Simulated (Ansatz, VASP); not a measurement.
## One calculation of AlGa2P3, two programs

```xyz
6
Lattice="-1.8803 1.8803 7.9774 1.8803 -1.8803 7.9774 1.8803 1.8803 -7.9774" Properties=species:S:1:pos:R:3 pbc="T T T"
Al    0.0000    0.0000    7.9774
Ga    0.0000    0.0000   13.2957
Ga    0.0000    0.0000    2.6591
P     1.8803    0.0000    6.6479
P     1.8803    0.0000    1.3296
P     0.0000    1.8803    3.9887
```

Alike in both runs: task single point; functional PBE; k mesh 6 × 6 × 6; occupations gaussian, width 0.1 eV; no spin polarisation.

|  | VASP | Ansatz |
| --- | --- | --- |
| version | VASP 6.6.1 | Ansatz 0.2.0 |
| potentials or method | VASP PAW PBE potentials, release 64 (Al, Ga_d, P), cutoff 520 eV | scalar-relativistic, plane waves, PAW |
| valence electrons in the cell | 44 | 44 |

```tsv
	VASP	Ansatz	Ansatz less VASP
gap on the k mesh at the Fermi level (eV)	1.44	1.44	+0.001
least direct gap on the mesh (eV)	1.69	1.70	+0.001
pressure (GPa)	10.3	10.4	+0.11
traceless stress, the component that is largest in VASP (GPa)	-0.14	-0.14	-0.001
rms of the force components (eV/Å)	0.022	0.021	-0.0007
```

Atom by atom the forces differ by 0.001 eV/Å (rms over components).
